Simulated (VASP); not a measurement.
Here is a VASP 6.6.1 calculation.

The input POSCAR:

```
HfO2
1.0
    0.0000000000      2.5876064309      2.5291823194
    2.5876064309      0.0000000000      2.5291823194
    2.5876064309      2.5876064309      0.0000000000
Hf O
1 2
Direct
    0.0000000000      0.0000000000      0.0000000000
    0.2500000000      0.2500000000      0.2500000000
    0.7500000000      0.7500000000      0.7500000000
```

Contents of INCAR.step1:

```
ALGO     = Normal         # electronic algorithm
EDIFF    = 1E-4           # SCF threshold, eV
ENCUT    = 520            # plane-wave cutoff, eV
GGA      = PE             # functional
ISMEAR   = 0              # smearing method
LASPH    = T              # aspherical terms in the spheres
LCHARG   = F              # write CHGCAR
LREAL    = F              # projectors in reciprocal space
LWAVE    = T              # write WAVECAR
NBANDS   = 18             # bands
NELM     = 100            # most SCF steps
PREC     = Accurate       # precision mode
SIGMA    = 0.01           # smearing width, eV
```

File INCAR.step2:

```
ALGO     = Normal         # electronic algorithm
EDIFF    = 1E-6           # SCF threshold, eV
ENCUT    = 520            # plane-wave cutoff, eV
ISIF     = 2              # what is computed and relaxed
ISMEAR   = 0              # smearing method
ISTART   = 1            
LASPH    = T              # aspherical terms in the spheres
LCHARG   = T              # write CHGCAR
LELF     = T              # ELF
LMIXTAU  = T            
LREAL    = F              # projectors in reciprocal space
LVHAR    = T            
LWAVE    = F              # write WAVECAR
METAGGA  = R2SCAN         # meta-GGA
NBANDS   = 18             # bands
NELM     = 100            # most SCF steps
PREC     = Accurate       # precision mode
SIGMA    = 0.01           # smearing width, eV
```

The input KPOINTS:

```
k-points
0
Gamma
  8 8 8
```

Potentials or basis: VASP PAW PBE potentials, release 64 (Hf_pv, O).

Run with:

```console
$ cat potpaw_PBE.64/Hf_pv/POTCAR potpaw_PBE.64/O/POTCAR > POTCAR
$ cp INCAR.step1 INCAR
$ mpirun -np 1 vasp_std > vasp.out
$ cp INCAR.step2 INCAR
$ mpirun -np 1 vasp_std > vasp.out
```

(1) Predict the band gap on the k mesh.

(2) Predict the pressure.

Results:

(1) 4.00 eV, indirect (least direct gap 4.00 eV).

(2) -14.6 GPa.

Caveat: the cell differs from its parent crystal (biaxial xy strain +2.3%); the PAW data sets were made with another functional, which shifts forces and pressure a little; spin-orbit coupling is left out, which moves the levels of the heavy elements.
